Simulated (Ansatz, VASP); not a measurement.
**Two plane-wave programs on ZnS**

```
CELL_PARAMETERS angstrom
0.00000 2.69410 2.69410
2.69410 0.00000 2.69410
2.69410 2.69410 0.00000
ATOMIC_POSITIONS crystal
Zn 0.25000 0.25000 0.25000
S 0.00000 0.00000 0.00000
```

Alike in both runs: task single point; functional HF; k mesh 4 × 4 × 4; no spin polarisation.

|  | VASP | Ansatz |
| --- | --- | --- |
| version | VASP 6.6.1 | Ansatz 0.2.0 |
| potentials or method | VASP PAW PBE potentials, release 64 (Zn, S) | plane waves |
| plane-wave cutoff (eV) | 520 | 420 |
| occupations | gaussian, width 0.01 eV | fixed |
| valence electrons in the cell | 18 | 18 |

|  | VASP | Ansatz | Ansatz less VASP |
| --- | --- | --- | --- |
| gap on the k mesh at the Fermi level (eV) | 10.44 | 10.37 | -0.074 |
| pressure (GPa) | 8.8 | 9.6 | +0.79 |

VASP's potentials were made for PBE, not for HF. Ansatz's warnings: stress exchange threshold loose, stress scf threshold loose.

The k mesh is coarse, so the values compare programs but aren't converged.
